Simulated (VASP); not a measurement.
The system is MgCuGe.

```
CELL_PARAMETERS angstrom
4.00530 0.00000 0.00000
0.00000 4.00530 0.00000
0.00000 0.00000 6.39475
ATOMIC_POSITIONS crystal
Mg 0.00000 0.00000 0.00000
Mg 0.50000 0.50000 0.00000
Cu 0.00000 0.50000 0.29804
Cu 0.50000 0.00000 0.70196
Ge 0.00000 0.50000 0.67798
Ge 0.50000 0.00000 0.32202
```

Base run:

- Program: VASP 6.6.1
- Functional: r2SCAN
- Potentials or basis: VASP PAW PBE potentials, release 64 (Mg, Cu, Ge_d)
- Cutoff: 520 eV
- k mesh: 6 × 6 × 4
- Occupations: fermi-dirac, width 0.15 eV
- Spin: no spin polarisation

Its results: band gap on the k mesh zero (bands 27 and 28 overlap by 3.83 eV); pressure -1.8 GPa; largest force 0.152 eV/Å.

Question: The run is repeated on the same cell with these changes: functional from r2SCAN to BLYP; further incar settings from ALGO = Normal; EDIFF = 1e-06; NBANDS = 36 to ALGO = Normal; EDIFF = 1e-07; NBANDS = 36. What comes out?

Answer: Band gap on the k mesh zero (bands 27 and 28 overlap by 3.71 eV); pressure 4.3 GPa; largest force 0.154 eV/Å.

Caveats: the PAW data sets were made with another functional, which shifts forces and pressure a little; the cell stands under pressure (at least some runs).
